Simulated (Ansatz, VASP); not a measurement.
## Zn: VASP beside Ansatz

```
CELL_PARAMETERS angstrom
2.69185 0.00000 0.00000
-1.34593 2.33121 0.00000
0.00000 0.00000 4.84777
ATOMIC_POSITIONS crystal
Zn 0.33333 0.66667 0.25000
Zn 0.66667 0.33333 0.75000
```

Change from the starting cell: z stretched by -2 % at fixed volume.

Alike in both runs: task single point; functional PBE; k mesh 18 × 18 × 8; occupations fermi-dirac, width 0.03 eV; no spin polarisation.

|  | VASP | Ansatz |
| --- | --- | --- |
| version | VASP 6.6.1 | Ansatz 0.2.0 |
| potentials or method | VASP PAW PBE potentials, release 64 (Zn), cutoff 520 eV | all-electron LAPW, scalar-relativistic |

```csv
,VASP,Ansatz,Ansatz less VASP
pressure (GPa),-0.4,-0.7,-0.31
"traceless stress, the component that is largest in VASP (GPa)",1.78,1.88,+0.098
```

Ansatz ran all-electron here, and VASP with PAW potentials.
